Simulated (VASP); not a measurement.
**AlGa3N4: single point with PBEsol**

The system is AlGa3N4.

```
Al Ga N
1.0
     4.36348    0.00000    0.00000
     0.00000    4.46758    0.00000
     0.00000    0.00000    4.46758
Al Ga N
1 3 4
Cartesian
  0.0000 0.0000 0.0000
  1.9405 2.2338 0.0000
  2.4230 0.0000 2.2338
  0.0000 2.2338 2.2338
  3.2946 3.2970 1.0181
  3.2946 1.1706 3.4495
  1.0689 3.4495 3.2970
  1.0688 1.0181 1.1706
```

This cell differs from its parent crystal: atoms displaced along a vibrational mode, the cell strained.

```json
{
  "Program": "VASP 6.6.1",
  "Task": "single point",
  "Functional": "PBEsol",
  "Potentials or basis": "VASP PAW PBE potentials, release 64 (Al, Ga_d, N)",
  "Cutoff": "520 eV",
  "k mesh": "6 × 6 × 6",
  "Occupations": "gaussian, width 0.05 eV",
  "Spin": "no spin polarisation"
}
```

```yaml
Pressure: 3.8 GPa
Largest_force: 2.089 eV/Å
Band_gap_on_the_k_mesh: 2.31 eV
```

Forces on the atoms (eV/Å):
```
Al   0.000  0.000  0.000
Ga   2.089  0.000  0.000
Ga  -2.089  0.000  0.000
Ga   0.000  0.000  0.000
N   -0.075  0.179  0.177
N   -0.075 -0.179 -0.177
N    0.075 -0.177  0.179
N    0.075  0.177 -0.179
```

Levels at points of the mesh, in eV from the valence-band top:
| k point | band 27 | band 28 | band 29 | band 30 | band 31 | band 32 | band 33 | band 34 | band 35 | band 36 |
| --- | --- | --- | --- | --- | --- | --- | --- | --- | --- | --- |
| (0.00, 0.00, 0.00) | -2.39 | -2.39 | -0.08 | -0.08 | 0.00 | 2.31 | 3.09 | 3.18 | 3.18 | 6.28 |
| (0.50, 0.00, 0.00) | -2.67 | -1.61 | -1.61 | -1.33 | -1.33 | 4.80 | 4.95 | 6.13 | 6.13 | 7.47 |
| (0.00, 0.50, 0.00) | -2.95 | -1.51 | -1.39 | -1.21 | -1.10 | 4.72 | 4.79 | 5.78 | 5.80 | 7.89 |
| (0.50, 0.50, 0.00) | -3.09 | -0.95 | -0.90 | -0.84 | -0.62 | 6.53 | 6.70 | 6.94 | 7.15 | 7.19 |
| (0.00, 0.50, 0.50) | -2.91 | -1.11 | -1.07 | -1.07 | -0.73 | 6.06 | 6.06 | 6.62 | 6.99 | 7.05 |
| (0.50, 0.50, 0.50) | -0.80 | -0.79 | -0.64 | -0.63 | -0.63 | 4.84 | 4.84 | 5.03 | 6.27 | 8.51 |

Wall time 76 s on 1 thread of Intel(R) Xeon(R) 6975P-C (Granite Rapids), on a shared host, peak memory 0.26 GiB.

Caveat: the cell differs from its parent crystal (atoms displaced along a vibrational mode, the cell strained); the cell stands under pressure; the PAW data sets were made with another functional, which shifts forces and pressure a little.
